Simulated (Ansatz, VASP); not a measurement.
**NaBe: VASP beside Ansatz**

```
CELL_PARAMETERS angstrom
0.00000 3.12160 3.12160
3.12160 0.00000 3.12160
3.12160 3.12160 0.00000
ATOMIC_POSITIONS crystal
Na 0.50000 0.50000 0.50000
Na 0.75000 0.75000 0.75000
Be 0.00000 0.00000 0.00000
Be 0.25000 0.25000 0.25000
```

Alike in both runs: task single point; functional PBE; k mesh 6 × 6 × 6; occupations gaussian, width 0.1 eV; no spin polarisation.

```csv
,VASP,Ansatz
version,VASP 6.6.1,Ansatz 0.2.0
potentials or method,"VASP PAW PBE potentials, release 64 (Na_pv, Be), cutoff 520 eV","scalar-relativistic, plane waves, PAW"
valence electrons in the cell,18,22
```

|  | VASP | Ansatz | Ansatz less VASP |
| --- | --- | --- | --- |
| gap on the k mesh at the Fermi level (eV) | none | none | - |
| pressure (GPa) | 4.9 | 4.9 | -0.07 |

A gap of «none» marks a metal or a gap that the smearing closes. The functional is the same, so the differences come from potentials, cutoffs and numerics. VASP's potentials hold 18 valence electrons a cell and Ansatz's 22, so a difference there can come from the potentials and not from the codes.
